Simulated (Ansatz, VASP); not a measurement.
# MnS: VASP beside Ansatz

```xyz
2
Lattice="0.0000 2.8234 2.8234 2.8234 0.0000 2.8234 2.8234 2.8234 0.0000" Properties=species:S:1:pos:R:3 pbc="T T T"
Mn    0.0000    0.0000    0.0000
S     1.4117    1.4117    1.4117
```

Alike in both runs: task single point; functional r2SCAN; k mesh 12 × 12 × 12; occupations gaussian, width 0.02 eV; collinear spin.

```csv
,VASP,Ansatz
version,VASP 6.6.1,Ansatz 0.2.0
potentials or method,"VASP PAW PBE potentials, release 64 (Mn_pv, S), cutoff 520 eV","scalar-relativistic, plane waves, PAW"
valence electrons in the cell,19,21
```

Ansatz gave:

| Item | Value |
| --- | --- |
| gap on the k mesh at the Fermi level (eV) | 0.73 |
| least direct gap on the mesh (eV) | 1.22 |
| pressure (GPa) | 0.0 |
| net moment per atom (μB) | 2.50 |
| size of the moment on the site where the two differ most (μB) | 4.33 |

**Question.** What did VASP give for the same quantities?

**Answer.** gap on the k mesh at the Fermi level (eV): 0.73; least direct gap on the mesh (eV): 1.23; pressure (GPa): 0.1; net moment per atom (μB): 2.50; size of the moment on the site where the two differ most (μB): 4.48.

VASP's potentials were made for PBE, not for r2SCAN. Site moments also hang on the region over which each program counts them. VASP's potentials hold 19 valence electrons a cell and Ansatz's 21, so a difference there can come from the potentials and not from the codes. Ansatz's warnings: stability check not made.
